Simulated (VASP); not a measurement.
Input of a VASP 6.6.1 run:

INCAR

```
SYSTEM = KF
PREC = Accurate
ENCUT = 520
EDIFF = 1E-6
ISMEAR = 0
SIGMA = 0.02
LREAL = .FALSE.
LASPH = .TRUE.
NELM = 100
ALGO = Normal
ISIF = 2
LWAVE = .FALSE.
LCHARG = .TRUE.
GGA = PE
LELF = .TRUE.
LVHAR = .TRUE.
NBANDS = 15
```

KPOINTS

```
Automatic mesh
0
G
  8 8 8
  0 0 0
```

File POSCAR:

```
KF
1.0
    0.0058014950      2.7756544350      2.7720184750
    2.7418613950      0.0294887050      2.7483312650
    2.7415673100      2.7516731400      0.0297827900
K F
1 1
Direct
   -0.0191920703      0.0035122499      0.0079558631
    0.5191920703      0.4964877501      0.4920441369
```

Potentials or basis: VASP PAW PBE potentials, release 64 (K_sv, F).

The run is started by

```bash
$ cat potpaw_PBE.64/K_sv/POTCAR potpaw_PBE.64/F/POTCAR > POTCAR
$ mpirun -np 1 vasp_std > vasp.out
```

Task: What does it give for the pressure?

Result: -0.8 GPa.

Task: Predict the largest force.

Result: 0.135 eV/Å.

Forces on the atoms (eV/Å):
```
K   -0.070  0.066  0.095
F    0.070 -0.066 -0.095
```

Caveat: the cell differs from its parent crystal (atoms moved at random and the cell strained at random).
